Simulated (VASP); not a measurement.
# BN (Pm) in VASP: a series of runs

Runs on BN. Level: LDA. Tasks: single point.

Everything below comes from runs of VASP 6.6.1. Logs are shortened: lines on timing, memory, paths and dates and some standing lists are left out, and cuts for length are marked.

## Step 1: The cell of the first run

The structure is monoclinic, space group Pm (No. 6). The conventional cell has a = 2.504 Å, b = 6.661 Å, c = 2.504 Å, α = 90.00°, β = 120.00°, γ = 90.00°. Within 1.7 Å of B (site symmetry m) lie 3 N at 1.28 to 1.62 Å. Within 1.9 Å of B (site symmetry m) lie 3 N at 1.45 Å. N (site symmetry m) has 3 B at 1.45 Å within 1.9 Å. Within 1.7 Å of N (site symmetry m) lie 3 B at 1.28 to 1.62 Å.

## Step 2: Single point, LDA (mode 9 (1350.8 1/cm) frozen in, largest displacement +0.113 Å)

File INCAR:

```
PREC = Accurate
ENCUT = 520
EDIFF = 1E-6
ISMEAR = 0
SIGMA = 0.05
LREAL = False
LASPH = True
NELM = 80
ALGO = Normal
ISIF = 2
LWAVE = False
LCHARG = True
GGA = CA
LELF = True
LVHAR = True
NBANDS = 16
```

File KPOINTS:

```
regular mesh
0
Gamma
  12 12 4
```

File POSCAR:

```
BN
1.0
    2.5039917043      0.0000000000      0.0000000000
   -1.2519958522      2.1685204268      0.0000000000
    0.0000000000      0.0000000000      6.6612000000
B N
2 2
Direct
    0.3782615972      0.6666666667      0.2500000000
    0.6666854997      0.3333333333      0.7500000000
    0.3333354746      0.6666666667      0.7500000000
    0.6319762897      0.3333333333      0.2500000000
```

Potentials or basis: VASP PAW LDA potentials, release 64 (B, N).

On the command line:

```
cat potpaw_LDA.64/B/POTCAR potpaw_LDA.64/N/POTCAR > POTCAR
mpirun -np 1 vasp_std > vasp.out
```

OUTCAR:

```text
PREC = Accurate
   ENCUT = 520
   EDIFF = 1E-6
   ISMEAR = 0
   LREAL = False
   LASPH = True
   NELM = 80
   ISIF = 2
   GGA = CA

 ion  position               nearest neighbor table
   1  0.378  0.667  0.250-   4 1.28   4 1.46   4 1.62
   2  0.667  0.333  0.750-   3 1.45   3 1.45   3 1.45
   3  0.333  0.667  0.750-   2 1.45   2 1.45   2 1.45
   4  0.632  0.333  0.250-   1 1.28   1 1.46   1 1.62

  LATTYP: Found a hexagonal cell.
 ALAT       =     2.5039917043
 C/A-ratio  =     2.6602324555

  Lattice vectors:

 A1 = (   2.5039917043,   0.0000000000,   0.0000000000)
 A2 = (  -1.2519958522,   2.1685204268,   0.0000000000)
 A3 = (   0.0000000000,   0.0000000000,   6.6612000000)

Analysis of symmetry for initial positions (statically):
=====================================================================
 Subroutine PRICEL returns:
 Original cell was already a primitive cell.

 Routine SETGRP: Setting up the symmetry group for a
 hexagonal supercell.

 Subroutine GETGRP returns: Found  2 space group operations
 (whereof  1 operations were pure point group operations)
 out of a pool of 24 trial point group operations.

The static configuration has the point symmetry C_1 .
 The point group associated with its full space group is C_1h.

Analysis of symmetry for dynamics (positions and initial velocities):
=====================================================================
 Subroutine PRICEL returns:
 Original cell was already a primitive cell.

 Routine SETGRP: Setting up the symmetry group for a
 hexagonal supercell.

 Subroutine GETGRP returns: Found  2 space group operations
 (whereof  1 operations were pure point group operations)
 out of a pool of 24 trial point group operations.

The dynamic configuration has the point symmetry C_1 .
 The point group associated with its full space group is C_1h.

 Subroutine INISYM returns: Found  2 space group operations
 (whereof  1 operations are pure point group operations),
 and found     1 'primitive' translations

----------------------------------------------------------------------------------------

                                     Primitive cell

  volume of cell :      36.1700

  direct lattice vectors                    reciprocal lattice vectors
     2.503991704  0.000000000  0.000000000     0.399362345  0.230571958  0.000000000
    -1.251995852  2.168520427  0.000000000     0.000000000  0.461143915  0.000000000
     0.000000000  0.000000000  6.661200000     0.000000000  0.000000000  0.150123101

  length of vectors
     2.503991704  2.503991704  6.661200000     0.461143915  0.461143915  0.150123101

  position of ions in fractional coordinates (direct lattice)
     0.378261597  0.666666667  0.250000000
     0.666685500  0.333333333  0.750000000
     0.333335475  0.666666667  0.750000000
     0.631976290  0.333333333  0.250000000

  ion indices of the primitive-cell ions
   primitive index   ion index
                 1           1
                 2           2
                 3           3
                 4           4

----------------------------------------------------------------------------------------

 KPOINTS: regular mesh

Automatic generation of k-mesh.
 Grid dimensions read from file:
 generate k-points for:   12   12    4

 Generating k-lattice:

  Cartesian coordinates                     Fractional coordinates (reciprocal lattice)
     0.033280195  0.019214330  0.000000000     0.083333333 -0.000000000  0.000000000
     0.000000000  0.038428660  0.000000000     0.000000000  0.083333333  0.000000000
     0.000000000  0.000000000  0.037530775     0.000000000  0.000000000  0.250000000

  Length of vectors
     0.038428660  0.038428660  0.037530775

  Shift w.r.t. Gamma in fractional coordinates (k-lattice)
     0.000000000  0.000000000  0.000000000

 Subroutine IBZKPT returns following result:
 ===========================================

 Found    222 irreducible k-points:

 Following reciprocal coordinates:
            Coordinates               Weight
  0.000000  0.000000  0.000000      1.000000
  0.083333  0.000000  0.000000      2.000000
  0.000000  0.083333  0.000000      2.000000
 -0.083333  0.083333  0.000000      2.000000
  0.166667  0.000000  0.000000      2.000000
  0.000000  0.166667  0.000000      2.000000
[... 16 lines left out ...]
  0.166667  0.083333  0.000000      2.000000
 -0.083333  0.250000  0.000000      2.000000
 [... further k-points ...]
   k-points           NKPTS =    222   k-points in BZ     NKDIM =    222   number of bands    NBANDS=     16
   number of dos      NEDOS =    301   number of ions     NIONS =      4
   total plane-waves  NPLWV =  20000
   dimension x,y,z NGX =    20 NGY =   20 NGZ =   50
   dimension x,y,z NGXF=    40 NGYF=   40 NGZF=  100
   ions per type =               2   2
   NGX,Y,Z   is equivalent  to a cutoff of  13.28, 13.28, 12.48 a.u.
   NGXF,Y,Z  is equivalent  to a cutoff of  26.56, 26.56, 24.96 a.u.
 SYSTEM =  unknown system
   PREC   = accura    normal or accurate (medium, high low for compatibility)
   ISTART =      0    job   : 0-new  1-cont  2-samecut
   ICHARG =      2    charge: 1-file 2-atom 10-const
   ISPIN  =      1    spin polarized calculation?
   LNONCOLLINEAR =      F non collinear calculations
   LSORBIT =      F    spin-orbit coupling
   LASPH  =      T    aspherical Exc in radial PAW
   ENCUT  =  520.0 eV  38.22 Ry    6.18 a.u.   4.66  4.66 12.39*2*pi/ulx,y,z
   NELM   =     80;   NELMIN=  2; NELMDL= -5     # of ELM steps
   EDIFF  = 0.1E-05   stopping-criterion for ELM
   LREAL  =      F    real-space projection
   EDIFFG = 0.1E-04   stopping-criterion for IOM
   NSW    =      0    number of steps for IOM
   IBRION =     -1    ionic relax: 0-MD 1-quasi-New 2-CG
   NFREE  =      0    steps in history (QN), initial steepest desc. (CG)
   ISIF   =      2    stress and relaxation
   ISYM   =      2    0-nonsym 1-usesym 2-fastsym
   POTIM  = 0.5000    time-step for ionic-motion
   TEBEG  =    0.0;   TEEND  =   0.0 temperature during run
   PSTRESS=    0.0 pullay stress
   NELECT =      16.0000    total number of electrons
   NUPDOWN=      -1.0000    fix difference up-down
   EMIN   =  10.00;   EMAX   =-10.00  energy-range for DOS
   EFERMI =   0.00;   METHOD = LEGACY
   ISMEAR =     0;   SIGMA  =   0.05  broadening in eV -4-tet -1-fermi 0-gaus
   EFERMI_NEDOS =   21; number of points for ismear=-14 and -15
   IALGO  =     38    algorithm
   IMIX   =      4    mixing-type and parameters
     AMIX     =   0.40;   BMIX     =  1.00
     AMIX_MAG =   1.60;   BMIX_MAG =  1.00
  volume/ion in A,a.u.               =       9.04        61.02
  Fermi-wavevector in a.u.,A,eV,Ry     =   1.247379  2.357205 21.170055  1.555955
  Thomas-Fermi vector in A             =   2.381514
   LORBIT       =      0    0 simple, 1 ext, 2 COOP (PROOUT), +10 PAW based schemes
   GGA     = CA    functional components
   LHFCALC =     F    Hartree Fock is set to
   AEXX    =    0.0000 exact exchange contribution
   IVDW    =     0    specifies the selected vdW correction
   LEPSILON=     F    determine dielectric tensor
   LRPA    =     F    only Hartree local field effects (RPA)
 non-spin polarized calculation
 Gauss-broadening in eV      SIGMA  =   0.05
  energy-cutoff  :      520.00
  volume of cell :       36.17
 maximum number of plane-waves:       992
   NGX =  9   NGY =  9   NGZ = 25

 number of electron      16.0000002 magnetization

 Free energy of the ion-electron system (eV)
  ---------------------------------------------------
  ext. energy  EPLUGINS =         0.00000000
  ---------------------------------------------------
  free energy    TOTEN  =       -37.74831191 eV

  energy without entropy =      -37.74831191  energy(sigma->0) =      -37.74831191

 E-fermi :   3.2603     XC(G=0): -10.4907

 val. band max:        2.9772750681   @ k =   0.0000   0.0000   0.5000
 cond. band min:       5.7098384475   @ k =   0.5000   0.5000   0.5000
 fundamental gap:      2.7325633795
 Fermi energy:         3.2602880574

 k-point     1 :       0.0000    0.0000    0.0000
  band No.  band energies     occupation
      1     -15.4906      2.00000
      2     -15.1831      2.00000
      3      -4.2469      2.00000
      4      -2.0821      2.00000
      5      -1.3813      2.00000
      6       0.7567      2.00000
[... 8 lines left out ...]
     15      15.0859      0.00000
     16      16.3476      0.00000

 k-point     2 :       0.0833    0.0000    0.0000
  band No.  band energies     occupation
      1     -15.3527      2.00000
      2     -15.0496      2.00000
      3      -4.0641      2.00000
      4      -1.9207      2.00000
      5      -1.5610      2.00000
      6       0.2071      2.00000
[... 8 lines left out ...]
     15      14.6440      0.00000
     16      16.8027      0.00000

 k-point     3 :       0.0000    0.0833    0.0000
  band No.  band energies     occupation
      1     -15.3566      2.00000
      2     -15.0546      2.00000
      3      -4.0596      2.00000
      4      -1.9144      2.00000
      5      -1.6854      2.00000
      6       0.2078      2.00000
[... 8 lines left out ...]
     15      14.6382      0.00000
     16      16.7600      0.00000

 k-point     4 :      -0.0833    0.0833    0.0000
  band No.  band energies     occupation
      1     -15.3595      2.00000
      2     -15.0581      2.00000
      3      -4.0563      2.00000
      4      -1.9101      2.00000
      5      -1.7248      2.00000
      6       0.2085      2.00000
[... 8 lines left out ...]
     15      14.5288      0.00000
     16      16.4205      0.00000

 k-point     5 :       0.1667    0.0000    0.0000
  band No.  band energies     occupation
      1     -14.9462      2.00000
      2     -14.6555      2.00000
      3      -3.5242      2.00000
      4      -2.0560      2.00000
      5      -1.4480      2.00000
      6      -1.1843      2.00000
[... 8 lines left out ...]
     15      15.7637      0.00000
     16      17.5922      0.00000

 k-point     6 :       0.0000    0.1667    0.0000
  band No.  band energies     occupation
      1     -14.9624      2.00000
      2     -14.6764      2.00000
      3      -3.5045      2.00000
      4      -2.5191      2.00000
      5      -1.4216      2.00000
      6      -1.1835      2.00000
[... 8 lines left out ...]
     15      15.7674      0.00000
     16      17.4690      0.00000
[... 267 lines left out ...]
 k-point    21 :      -0.0833    0.1667    0.0000
  band No.  band energies     occupation
      1     -15.1026      2.00000
      2     -14.8123      2.00000
      3      -3.6771      2.00000
      4      -2.3683      2.00000
      5      -1.5690      2.00000
      6      -0.6946      2.00000
[... 8 lines left out ...]
     15      15.3585      0.00000
     16      16.9803      0.00000

 k-point    22 :      -0.1667    0.0833    0.0000
  band No.  band energies     occupation
      1     -15.0899      2.00000
      2     -14.7982      2.00000
      3      -3.6907      2.00000
      4      -2.1139      2.00000
      5      -1.5880      2.00000
      6      -0.6953      2.00000
[... 8 lines left out ...]
     15      15.3043      0.00000
     16      17.1169      0.00000

 k-point    23 :       0.1667    0.0833    0.0000
  band No.  band energies     occupation
      1     -14.5513      2.00000
      2     -14.2722      2.00000
      3      -2.9987      2.00000
      4      -2.6736      2.00000
      5      -2.1670      2.00000
      6      -0.9938      2.00000
[... 8 lines left out ...]
     15      17.0530      0.00000
     16      17.1471      0.00000

 k-point    24 :      -0.0833    0.2500    0.0000
  band No.  band energies     occupation
      1     -14.5993      2.00000
      2     -14.3267      2.00000
      3      -3.3154      2.00000
      4      -2.9409      2.00000
      5      -2.1663      2.00000
      6      -0.9201      2.00000
[... 8 lines left out ...]
     15      16.8397      0.00000
     16      17.1068      0.00000

 [... further k-points ...]

------------------------ aborting loop because EDIFF is reached ----------------------------------------

  FORCE on cell =-STRESS in cart. coord.  units (eV):
  Direction    XX          YY          ZZ          XY          YZ          ZX
  --------------------------------------------------------------------------------------
  -------------------------------------------------------------------------------------
  Total        1.8942085      0.6013888     -0.1854192     -2.9900975      0.0000000      0.0000000
  in kB       83.9053173     26.6389476     -8.2132756   -132.4485056      0.0000000      0.0000000
  external PRESSURE =      34.1103298 kB  Pullay stress =       0.0000000 kB

 VOLUME and BASIS-vectors are now :
 -----------------------------------------------------------------------------
  energy-cutoff  :      520.00
  volume of cell :       36.17
      direct lattice vectors                 reciprocal lattice vectors
     2.503991704  0.000000000  0.000000000     0.399362345  0.230571958  0.000000000
    -1.251995852  2.168520427  0.000000000     0.000000000  0.461143915  0.000000000
     0.000000000  0.000000000  6.661200000     0.000000000  0.000000000  0.150123101

 POSITION                                       TOTAL-FORCE (eV/Angst)
 -----------------------------------------------------------------------------------
      0.11250      1.44568      1.66530        -8.389035      2.711327      0.000000
      1.25204      0.72284      4.99590        -0.003671     -0.000657      0.000000
      0.00001      1.44568      4.99590        -0.002761      0.006705      0.000000
      1.16513      0.72284      1.66530         8.395468     -2.717374      0.000000
 -----------------------------------------------------------------------------------
    total drift:                                0.000999     -0.000325      0.000000

  FREE ENERGIE OF THE ION-ELECTRON SYSTEM (eV)
  ---------------------------------------------------
  free  energy   TOTEN  =       -37.7483119141 eV

  energy  without entropy=      -37.7483119141  energy(sigma->0) =      -37.74831191
```

Wall time 83 s (1 thread of Intel Xeon 6975P-C, shared host); peak memory 0.21 GiB.

What came out:

| Property | Result |
| --- | --- |
| Free energy | -37.7483 eV |
| Pressure | 3.4 GPa |
| Largest force | 8.824 eV/Å |
| Band gap on the k mesh | 2.73 eV, indirect (least direct gap 4.04 eV) |

Forces on the atoms (eV/Å):
```
B   -8.389  2.711  0.000
B   -0.004 -0.001  0.000
N   -0.003  0.007  0.000
N    8.395 -2.717  0.000
```

Caveat: the cell differs from its parent crystal (mode 9 (1350.8 1/cm) frozen in, largest displacement +0.113 Å); forces of over 1 eV/Å act on the atoms, so gaps and moduli don't describe the material at rest. A k mesh can miss the band edges.

## Step 3: Single point, LDA

File INCAR:

```
SYSTEM = BN
  PREC = Accurate
  ENCUT = 520
  EDIFF = 1E-6
  ISMEAR = 0
  SIGMA = 0.05
  LREAL = .False.
  LASPH = .True.
  NELM = 100
  ALGO = Normal
  ISIF = 2
  LWAVE = .False.
  LCHARG = .False.
  NBANDS = 16
```

File KPOINTS:

```
regular mesh
0
Gamma
  12 12 4
  0 0 0
```

File POSCAR:

```
BN
1.0
    2.5039917043      0.0000000000      0.0000000000
   -1.2519958522      2.1685204268      0.0000000000
    0.0000000000      0.0000000000      6.6612000000
B N
2 2
Direct
    0.4231898611      0.6666666667      0.2500000000
    0.6667043328      0.3333333333      0.7500000000
    0.3333376158      0.6666666667      0.7500000000
    0.5972859127      0.3333333333      0.2500000000
```

Potentials or basis: VASP PAW LDA potentials, release 64 (B, N).

On the command line:

```
cat potpaw_LDA.64/B/POTCAR potpaw_LDA.64/N/POTCAR > POTCAR
mpirun -np 1 vasp_std > vasp.out
```

It took 86 s on 1 thread of Intel Xeon 6975P-C, shared host; peak memory 0.21 GiB.

Results (log left out):

```
Free energy            : -35.0827 eV
Pressure               : 27.8 GPa
Largest force          : 23.559 eV/Å
Band gap on the k mesh : 1.98 eV, indirect (least direct gap 3.16 eV)
```

Forces on the atoms (eV/Å):
```
B   -19.116  13.732   0.000
B    -0.003  -0.003   0.000
N    -0.013   0.019   0.000
N    19.132 -13.748   0.000
```

Stress tensor (GPa, compression positive):
```
 51.35 -40.94   0.00
-40.94  32.76   0.00
  0.00   0.00  -0.83
```

Levels at points of the mesh, in eV from the valence-band top:
```tsv
k point	band 5	band 6	band 7	band 8	band 9	band 10	band 11	band 12
(0.00, 0.00, 0.00)	-6.06	-3.15	-3.15	0.00	3.16	6.95	8.22	9.67
(0.50, 0.00, 0.00)	-7.51	-5.95	-4.32	-2.54	2.64	6.55	6.89	7.98
(0.00, 0.50, 0.00)	-5.95	-3.78	-3.56	-2.42	2.37	4.03	4.17	7.88
(0.50, 0.50, 0.00)	-5.95	-4.14	-2.92	-2.55	2.28	3.03	7.55	7.93
(0.00, 0.00, 0.50)	-6.71	-3.15	-3.15	0.00	5.36	5.44	7.18	9.67
(0.50, 0.00, 0.50)	-7.51	-5.95	-4.13	-2.76	2.77	5.84	7.13	8.06
(0.00, 0.50, 0.50)	-5.95	-3.80	-3.22	-2.73	2.75	3.33	4.09	8.06
(0.50, 0.50, 0.50)	-5.95	-4.14	-2.74	-2.54	1.98	2.72	7.69	8.12
```

Caveat: forces of over 1 eV/Å act on the atoms, so gaps and moduli don't describe the material at rest. A k mesh can miss the band edges.

(Continued in part 2 of 2.)
